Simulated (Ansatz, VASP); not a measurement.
# CaBr: VASP beside Ansatz

```
CELL_PARAMETERS angstrom
3.94945 0.00000 0.00000
-1.97473 3.42033 0.00000
0.00000 0.00000 9.64330
ATOMIC_POSITIONS crystal
Ca 0.33333 0.66667 0.32500
Ca 0.66667 0.33333 0.82500
Br 0.33333 0.66667 0.05000
Br 0.66667 0.33333 0.55000
```

Alike in both runs: task single point; functional PBE; k mesh 12 × 12 × 6; occupations gaussian, width 0.1 eV; no spin polarisation.

```csv
,VASP,Ansatz
version,VASP 6.6.1,Ansatz 0.2.0
potentials or method,"VASP PAW PBE potentials, release 64 (Ca_sv, Br), cutoff 520 eV","scalar-relativistic, plane waves, PAW"
valence electrons in the cell,34,34
```

VASP gave:

* gap on the k mesh at the Fermi level (eV): none
* pressure (GPa): 2.5
* traceless stress, the component that is largest in VASP (GPa): 2.37
* rms of the force components (eV/Å): 0.588

Q: Which values does Ansatz return?

A: gap on the k mesh at the Fermi level (eV): none; pressure (GPa): 2.4; traceless stress, the component that is largest in VASP (GPa): 2.27; rms of the force components (eV/Å): 0.579.

Atom by atom the forces differ by 0.008 eV/Å (rms over components). A gap of «none» marks a metal or a gap that the smearing closes. With one functional, cell and mesh, what is left measures potentials, basis and numerics.
